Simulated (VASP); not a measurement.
Input of a VASP 6.6.1 run:

INCAR

```
SYSTEM = Ga3CuAg5Sn2Au
PREC = Accurate ; ENCUT = 520
EDIFF = 1E-7 ; ISMEAR = 0
SIGMA = 0.1 ; LREAL = .FALSE.
LASPH = .TRUE. ; NELM = 80
ALGO = Fast ; ISIF = 2
LWAVE = .FALSE. ; LCHARG = .FALSE.
GGA = PE ; NBANDS = 84
ISYM = 0
```

Contents of KPOINTS:

```
regular mesh
0
G
  4 4 3
  0 0 0
```

The input POSCAR:

```
Ga3CuAg5Sn2Au
1.0
   -4.2443317369     -4.3860983898      0.0281367827
   -0.0270618424      4.3863198928      4.1281292530
   -4.1405794592      4.2932801028     -4.0425060782
Cu Ga Ag Sn Au
1 3 5 2 1
Direct
    0.5287032285      0.9895062867      0.0213792594
    0.9361386694      0.9669325229     -0.0062890497
    0.6452382930      0.8273781792      0.3426606359
    0.1672623329      0.8410169110      0.2944807212
    0.8554032170      0.1802500929      0.6802472861
    0.6445158430      0.3022739786      0.3254064134
    0.4821269916      0.4980998683      0.0140554932
    0.9918292775      0.5269403353      0.9870912829
    0.3574407290      0.6808107278      0.6761139757
    0.3830245285      0.1765618234      0.7096770098
    0.1482945050      0.3322573176      0.3337891993
    0.8747268679      0.6958893267      0.6165822948
```

Potentials or basis: VASP PAW PBE potentials, release 64 (Cu, Ga_d, Ag, Sn_d, Au).

Command:

```console
$ cat potpaw_PBE.64/Cu/POTCAR potpaw_PBE.64/Ga_d/POTCAR potpaw_PBE.64/Ag/POTCAR potpaw_PBE.64/Sn_d/POTCAR potpaw_PBE.64/Au/POTCAR > POTCAR
$ mpirun -np 1 vasp_std > vasp.out
```

Question: Predict the pressure.

Answer: 0.0 GPa.

Question: Estimate the largest force.

Answer: 0.026 eV/Å.

Forces in eV/Å, atoms in the order of the input:
```
Cu  -0.003  0.015  0.003
Ga  -0.013 -0.002 -0.008
Ga   0.004 -0.024 -0.003
Ga   0.010  0.012 -0.011
Ag   0.011  0.005  0.008
Ag  -0.010  0.002  0.009
Ag  -0.007  0.007  0.011
Ag   0.001 -0.010  0.005
Ag  -0.004  0.001 -0.009
Sn   0.013 -0.017  0.004
Sn   0.011  0.001  0.011
Au  -0.013  0.008 -0.021
```
